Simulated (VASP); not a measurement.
# Lu (P6_3/mmc) in VASP: a series of runs

Aim: see how the results for Lu move with the level of theory and the settings. Levels: r2SCAN, PBEsol. Tasks: single point.

All numbers are computed with VASP 6.6.1; they aren't measurements. Logs are shortened: lines on timing, memory, paths and dates and some standing lists are left out, and cuts for length are marked.

### Step 1. The cell of the first run

The structure is hexagonal, space group P6_3/mmc (No. 194). Conventional cell: a = 3.461 Å, b = 3.461 Å, c = 5.386 Å, α = 90.00°, β = 90.00°, γ = 120.00°. Lu (site symmetry -6m2) has 12 Lu at 3.35 to 3.46 Å within 4.4 Å.

### Step 2. Single point, r2SCAN

Input file POSCAR:

```
Lu
1.0
    3.4608152998      0.0000000000      0.0000000000
   -1.7304076499      2.9971539674      0.0000000000
    0.0000000000      0.0000000000      5.3862753866
Lu
2
Direct
    0.6666666667      0.3333333333      0.7500000000
    0.3333333333      0.6666666667      0.2500000000
```

Input file INCAR.step1:

```
ALGO = Normal
EDIFF = 1E-4
ENCUT = 520
GGA = PE
ISMEAR = -1
LASPH = True
LCHARG = False
LREAL = False
LWAVE = True
NBANDS = 32
NELM = 100
PREC = Accurate
SIGMA = 0.05
```

Input file INCAR.step2:

```
ALGO = Normal
EDIFF = 1E-7
ENCUT = 520
ISIF = 2
ISMEAR = -1
ISTART = 1
LASPH = True
LCHARG = True
LELF = True
LMIXTAU = True
LREAL = False
LVHAR = True
LWAVE = False
METAGGA = R2SCAN
NBANDS = 32
NELM = 100
PREC = Accurate
SIGMA = 0.05
```

Input file KPOINTS:

```
k-points
0
Gamma
  9 9 5
```

Potentials or basis: VASP PAW PBE potentials, release 64 (Lu).

Command:

```sh
$ cat potpaw_PBE.64/Lu/POTCAR > POTCAR
$ cp INCAR.step1 INCAR
$ mpirun -np 1 vasp_std > vasp.out
$ cp INCAR.step2 INCAR
$ mpirun -np 1 vasp_std > vasp.out
```

OUTCAR:

```text
EDIFF = 1E-7
   ENCUT = 520
   ISIF = 2
   ISMEAR = -1
   ISTART = 1
   LASPH = True
   LREAL = False
   METAGGA = R2SCAN
   NELM = 100
   PREC = Accurate

 ion  position               nearest neighbor table
   1  0.667  0.333  0.750-   2 3.35   2 3.35   2 3.35   2 3.35   2 3.35   2 3.35
   2  0.333  0.667  0.250-   1 3.35   1 3.35   1 3.35   1 3.35   1 3.35   1 3.35

  LATTYP: Found a hexagonal cell.
 ALAT       =     3.4608152998
 C/A-ratio  =     1.5563602562

  Lattice vectors:

 A1 = (   3.4608152998,   0.0000000000,   0.0000000000)
 A2 = (  -1.7304076499,   2.9971539674,   0.0000000000)
 A3 = (   0.0000000000,   0.0000000000,   5.3862753866)

Analysis of symmetry for initial positions (statically):
=====================================================================
 Subroutine PRICEL returns:
 Original cell was already a primitive cell.

 Routine SETGRP: Setting up the symmetry group for a
 hexagonal supercell.

 Subroutine GETGRP returns: Found 24 space group operations
 (whereof 12 operations were pure point group operations)
 out of a pool of 24 trial point group operations.

The static configuration has the point symmetry D_3d.
 The point group associated with its full space group is D_6h.

Analysis of symmetry for dynamics (positions and initial velocities):
=====================================================================
 Subroutine PRICEL returns:
 Original cell was already a primitive cell.

 Routine SETGRP: Setting up the symmetry group for a
 hexagonal supercell.

 Subroutine GETGRP returns: Found 24 space group operations
 (whereof 12 operations were pure point group operations)
 out of a pool of 24 trial point group operations.

The dynamic configuration has the point symmetry D_3d.
 The point group associated with its full space group is D_6h.

 Subroutine INISYM returns: Found 24 space group operations
 (whereof 12 operations are pure point group operations),
 and found     1 'primitive' translations

----------------------------------------------------------------------------------------

                                     Primitive cell

  volume of cell :      55.8697

  direct lattice vectors                    reciprocal lattice vectors
     3.460815300  0.000000000  0.000000000     0.288949254  0.166824930  0.000000000
    -1.730407650  2.997153967  0.000000000     0.000000000  0.333649859  0.000000000
     0.000000000  0.000000000  5.386275387     0.000000000  0.000000000  0.185657050

  length of vectors
     3.460815300  3.460815300  5.386275387     0.333649859  0.333649859  0.185657050

  position of ions in fractional coordinates (direct lattice)
     0.666666667  0.333333333  0.750000000
     0.333333333  0.666666667  0.250000000

  ion indices of the primitive-cell ions
   primitive index   ion index
                 1           1
                 2           2

----------------------------------------------------------------------------------------

 KPOINTS: k-points

Automatic generation of k-mesh.
 Grid dimensions read from file:
 generate k-points for:    9    9    5

 Generating k-lattice:

  Cartesian coordinates                     Fractional coordinates (reciprocal lattice)
     0.032105473  0.018536103  0.000000000     0.111111111  0.000000000  0.000000000
     0.000000000  0.037072207  0.000000000     0.000000000  0.111111111  0.000000000
     0.000000000  0.000000000  0.037131410     0.000000000  0.000000000  0.200000000

  Length of vectors
     0.037072207  0.037072207  0.037131410

  Shift w.r.t. Gamma in fractional coordinates (k-lattice)
     0.000000000  0.000000000  0.000000000

 Subroutine IBZKPT returns following result:
 ===========================================

 Found     36 irreducible k-points:

 Following reciprocal coordinates:
            Coordinates               Weight
  0.000000  0.000000  0.000000      1.000000
  0.111111 -0.000000  0.000000      6.000000
  0.222222 -0.000000  0.000000      6.000000
  0.333333  0.000000  0.000000      6.000000
  0.444444 -0.000000  0.000000      6.000000
  0.111111  0.111111  0.000000      6.000000
[... 16 lines left out ...]
  0.333333  0.222222  0.200000     24.000000
  0.333333  0.333333  0.200000      4.000000
 [... further k-points ...]
   k-points           NKPTS =     36   k-points in BZ     NKDIM =     36   number of bands    NBANDS=     32
   number of dos      NEDOS =    301   number of ions     NIONS =      2
   total plane-waves  NPLWV =  31360
   dimension x,y,z NGX =    28 NGY =   28 NGZ =   40
   dimension x,y,z NGXF=    56 NGYF=   56 NGZF=   80
   ions per type =               2
   NGX,Y,Z   is equivalent  to a cutoff of  13.45, 13.45, 12.35 a.u.
   NGXF,Y,Z  is equivalent  to a cutoff of  26.90, 26.90, 24.69 a.u.
 SYSTEM =  unknown system
   PREC   = accura    normal or accurate (medium, high low for compatibility)
   ISTART =      1    job   : 0-new  1-cont  2-samecut
   ICHARG =      0    charge: 1-file 2-atom 10-const
   ISPIN  =      1    spin polarized calculation?
   LNONCOLLINEAR =      F non collinear calculations
   LSORBIT =      F    spin-orbit coupling
   LASPH  =      T    aspherical Exc in radial PAW
   ENCUT  =  520.0 eV  38.22 Ry    6.18 a.u.   6.43  6.43 10.01*2*pi/ulx,y,z
   NELM   =    100;   NELMIN=  2; NELMDL=  0     # of ELM steps
   EDIFF  = 0.1E-06   stopping-criterion for ELM
   LREAL  =      F    real-space projection
   EDIFFG = 0.1E-05   stopping-criterion for IOM
   NSW    =      0    number of steps for IOM
   IBRION =     -1    ionic relax: 0-MD 1-quasi-New 2-CG
   NFREE  =      0    steps in history (QN), initial steepest desc. (CG)
   ISIF   =      2    stress and relaxation
   ISYM   =      2    0-nonsym 1-usesym 2-fastsym
   POTIM  = 0.5000    time-step for ionic-motion
   TEBEG  =    0.0;   TEEND  =   0.0 temperature during run
   PSTRESS=    0.0 pullay stress
   NELECT =      50.0000    total number of electrons
   NUPDOWN=      -1.0000    fix difference up-down
   EMIN   =  10.00;   EMAX   =-10.00  energy-range for DOS
   EFERMI =   0.00;   METHOD = LEGACY
   ISMEAR =    -1;   SIGMA  =   0.05  broadening in eV -4-tet -1-fermi 0-gaus
   EFERMI_NEDOS =   21; number of points for ismear=-14 and -15
   IALGO  =     38    algorithm
   IMIX   =      4    mixing-type and parameters
     AMIX     =   0.40;   BMIX     =  1.00
     AMIX_MAG =   1.60;   BMIX_MAG =  1.00
  volume/ion in A,a.u.               =      27.93       188.51
  Fermi-wavevector in a.u.,A,eV,Ry     =   1.577634  2.981295 33.863920  2.488928
  Thomas-Fermi vector in A             =   2.678286
   LORBIT       =      0    0 simple, 1 ext, 2 COOP (PROOUT), +10 PAW based schemes
   METAGGA = R2SCAN    functional components
   LHFCALC =     F    Hartree Fock is set to
   AEXX    =    0.0000 exact exchange contribution
   IVDW    =     0    specifies the selected vdW correction
   LEPSILON=     F    determine dielectric tensor
   LRPA    =     F    only Hartree local field effects (RPA)
 non-spin polarized calculation
  energy-cutoff  :      520.00
  volume of cell :       55.87
 maximum number of plane-waves:      1526
 NGX is ok and might be reduce to    28
   NGX = 13   NGY = 13   NGZ = 21

 number of electron      50.0000030 magnetization

 Free energy of the ion-electron system (eV)
  ---------------------------------------------------
  ext. energy  EPLUGINS =         0.00000000
  ---------------------------------------------------
  free energy    TOTEN  =       -76.10713638 eV

  energy without entropy =      -76.07949148  energy(sigma->0) =      -76.09331393

 E-fermi :   2.3313     XC(G=0): -11.8232

 val. band max:        2.3016701912   @ k =   0.3333   0.1111   0.4000
 cond. band min:       2.3626932713   @ k =   0.3333   0.0000   0.4000
 fundamental gap:      0.0610230801
 Fermi energy:         2.3312646169

 k-point     1 :       0.0000    0.0000    0.0000
  band No.  band energies     occupation
      1     -55.4596      2.00000
      2     -55.4123      2.00000
      3     -25.8190      2.00000
      4     -25.2987      2.00000
      5     -25.2987      2.00000
      6     -25.2002      2.00000
[... 24 lines left out ...]
     31       6.1991      0.00000
     32       6.1991      0.00000

 k-point     2 :       0.1111   -0.0000    0.0000
  band No.  band energies     occupation
      1     -55.4559      2.00000
      2     -55.4111      2.00000
      3     -25.7957      2.00000
      4     -25.3439      2.00000
      5     -25.3144      2.00000
      6     -25.2478      2.00000
[... 24 lines left out ...]
     31       5.8793      0.00000
     32       5.9309      0.00000

 k-point     3 :       0.2222   -0.0000    0.0000
  band No.  band energies     occupation
      1     -55.4462      2.00000
      2     -55.4086      2.00000
      3     -25.7314      2.00000
      4     -25.4590      2.00000
      5     -25.3637      2.00000
      6     -25.3520      2.00000
[... 24 lines left out ...]
     31       6.5504      0.00000
     32       6.7561      0.00000

 k-point     4 :       0.3333    0.0000    0.0000
  band No.  band energies     occupation
      1     -55.4341      2.00000
      2     -55.4068      2.00000
      3     -25.6428      2.00000
      4     -25.5910      2.00000
      5     -25.4881      2.00000
      6     -25.3926      2.00000
[... 24 lines left out ...]
     31       7.5619      0.00000
     32       7.9484      0.00000

 k-point     5 :       0.4444   -0.0000    0.0000
  band No.  band energies     occupation
      1     -55.4246      2.00000
      2     -55.4072      2.00000
      3     -25.6772      2.00000
      4     -25.5658      2.00000
      5     -25.5635      2.00000
      6     -25.4183      2.00000
[... 584 lines left out ...]
     31       8.6660      0.00000
     32       9.2562      0.00000

 k-point    22 :       0.2222    0.2222    0.2000
  band No.  band energies     occupation
      1     -55.4259      2.00000
      2     -55.4088      2.00000
      3     -25.6597      2.00000
      4     -25.5953      2.00000
      5     -25.4559      2.00000
      6     -25.4415      2.00000
[... 24 lines left out ...]
     31       8.3287      0.00000
     32       8.3327      0.00000

 k-point    23 :       0.3333    0.2222    0.2000
  band No.  band energies     occupation
      1     -55.4182      2.00000
      2     -55.4096      2.00000
      3     -25.6658      2.00000
      4     -25.6091      2.00000
      5     -25.5203      2.00000
      6     -25.4144      2.00000
[... 24 lines left out ...]
     31       8.3854      0.00000
     32       8.8595      0.00000

 k-point    24 :       0.3333    0.3333    0.2000
  band No.  band energies     occupation
      1     -55.4127      2.00000
      2     -55.4127      2.00000
      3     -25.6018      2.00000
      4     -25.6018      2.00000
      5     -25.6001      2.00000
      6     -25.4270      2.00000
[... 24 lines left out ...]
     31       8.4299      0.00000
     32       8.4299      0.00000

 [... further k-points ...]

------------------------ aborting loop because EDIFF is reached ----------------------------------------

  FORCE on cell =-STRESS in cart. coord.  units (eV):
  Direction    XX          YY          ZZ          XY          YZ          ZX
  --------------------------------------------------------------------------------------
  -------------------------------------------------------------------------------------
  Total        0.8138094      0.8138094      0.7790060      0.0000000     -0.0000000     -0.0000000
  in kB       23.3376574     23.3376574     22.3395975      0.0000000     -0.0000000     -0.0000000
  external PRESSURE =      23.0049708 kB  Pullay stress =       0.0000000 kB

 VOLUME and BASIS-vectors are now :
 -----------------------------------------------------------------------------
  energy-cutoff  :      520.00
  volume of cell :       55.87
      direct lattice vectors                 reciprocal lattice vectors
     3.460815300  0.000000000  0.000000000     0.288949254  0.166824930  0.000000000
    -1.730407650  2.997153967  0.000000000     0.000000000  0.333649859  0.000000000
     0.000000000  0.000000000  5.386275387     0.000000000  0.000000000  0.185657050

 POSITION                                       TOTAL-FORCE (eV/Angst)
 -----------------------------------------------------------------------------------
      1.73041      0.99905      4.03971         0.000000      0.000000      0.000000
     -0.00000      1.99810      1.34657        -0.000000     -0.000000      0.000000
 -----------------------------------------------------------------------------------
    total drift:                               -0.000000      0.000000     -0.000000

  FREE ENERGIE OF THE ION-ELECTRON SYSTEM (eV)
  ---------------------------------------------------
  free  energy   TOTEN  =       -76.1071363778 eV

  energy  without entropy=      -76.0794914787  energy(sigma->0) =      -76.09331393
```

Run time: 4.3 min. Hardware: 1 thread of Intel Xeon Platinum 8559C (Emerald Rapids), shared host; peak memory 0.21 GiB.

Results:

| Property | Result |
| --- | --- |
| Free energy | -76.1071 eV |
| Pressure | 2.3 GPa |
| Band gap on the k mesh | zero (bands 25 and 26 overlap by 1.75 eV) |

Levels at points of the mesh, in eV from the Fermi level:
| k point | band 23 | band 24 | band 25 | band 26 | band 27 | band 28 |
| --- | --- | --- | --- | --- | --- | --- |
| (0.00, 0.00, 0.00) | -4.96 | -2.48 | 0.70 | 2.46 | 2.46 | 3.00 |

Caveat: the PAW data sets were made with another functional, which shifts forces and pressure a little; spin-orbit coupling is left out, which moves the levels of the heavy elements.

[end of part 1 of 2]
